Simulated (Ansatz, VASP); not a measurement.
## Two plane-wave programs on NaMgI3

POSCAR

```
NaMgI3
1.0
    5.7593869811      0.0000000000      0.0000000000
    0.0000000000      5.7593869811      0.0000000000
    0.0000000000      0.0000000000      5.7593869811
Na Mg I
1 1 3
Direct
    0.0000000000      0.0000000000      0.0000000000
    0.5000000000      0.5000000000      0.5000000000
    0.5000000000      0.5000000000      0.0000000000
    0.5000000000      0.0000000000      0.5000000000
    0.0000000000      0.5000000000      0.5000000000
```

The input INCAR.step1:

```
SYSTEM = NaMgI3
ALGO = Normal
EDIFF = 1E-4
ENCUT = 520
GGA = PE
ISMEAR = 0
LASPH = .TRUE.
LCHARG = .FALSE.
LREAL = .FALSE.
LWAVE = .TRUE.
NBANDS = 23
NELM = 100
PREC = Accurate
SIGMA = 0.01
```

The input INCAR.step2:

```
SYSTEM = NaMgI3
ALGO = Normal
EDIFF = 1E-6
ENCUT = 520
ISIF = 2
ISMEAR = 0
ISTART = 1
LASPH = .TRUE.
LCHARG = .FALSE.
LMIXTAU = .TRUE.
LREAL = .FALSE.
LWAVE = .FALSE.
METAGGA = R2SCAN
NBANDS = 23
NELM = 100
PREC = Accurate
SIGMA = 0.01
```

Contents of KPOINTS:

```
k-points
0
G
  4 4 4
  0 0 0
```

Input for Ansatz:

```yaml
crystal:
  lattice:
    - [5.7593869811, 0.0, 0.0]
    - [0.0, 5.7593869811, 0.0]
    - [0.0, 0.0, 5.7593869811]
  atoms:
    - { symbol: Na, position: [0.0, 0.0, 0.0] }
    - { symbol: Mg, position: [0.5, 0.5, 0.5] }
    - { symbol: I, position: [0.5, 0.5, 0.0] }
    - { symbol: I, position: [0.5, 0.0, 0.5] }
    - { symbol: I, position: [0.0, 0.5, 0.5] }
kpoints:
  mp_grid: { grid: [4, 4, 4] }
  band_path:
    path: [[0.0, 0.0, 0.0], [0.0, 0.5, 0.0], [0.5, 0.5, 0.0], [0.5, 0.5, 0.5]]
    npoints: 1
hamiltonian:
  xc: r2scan
scf:
  occupations: { method: fixed }
  n_extra_bands: 5
output:
  forces: true
  stress: true
  eigenvalues: true
  write_density: true
  write_potential: true
  elf: true
  volumetric_format: npy
```

Change from the starting cell: hydrostatic strain -0.5%.

Alike in both runs: task single point; functional r2SCAN; k mesh 4 × 4 × 4; no spin polarisation.

|  | VASP | Ansatz |
| --- | --- | --- |
| version | VASP 6.6.1 | Ansatz 0.2.0 |
| potentials or method | VASP PAW PBE potentials, release 64 (Na_pv, Mg, I) | plane waves, PAW |
| plane-wave cutoff (eV) | 520 | 500 |
| occupations | gaussian, width 0.01 eV | fixed |
| valence electrons in the cell | 30 | 70 |

Ansatz gave:

* gap on the k mesh at the Fermi level (eV): 1.83
* pressure (GPa): 0.3

**Question.** Which values does VASP return?

**Answer.** gap on the k mesh at the Fermi level (eV): 1.79; pressure (GPa): 0.2.

VASP's potentials were made for PBE, not for r2SCAN. VASP's potentials hold 30 valence electrons a cell and Ansatz's 70, so a difference there can come from the potentials and not from the codes.

Neither program's run includes spin-orbit coupling.
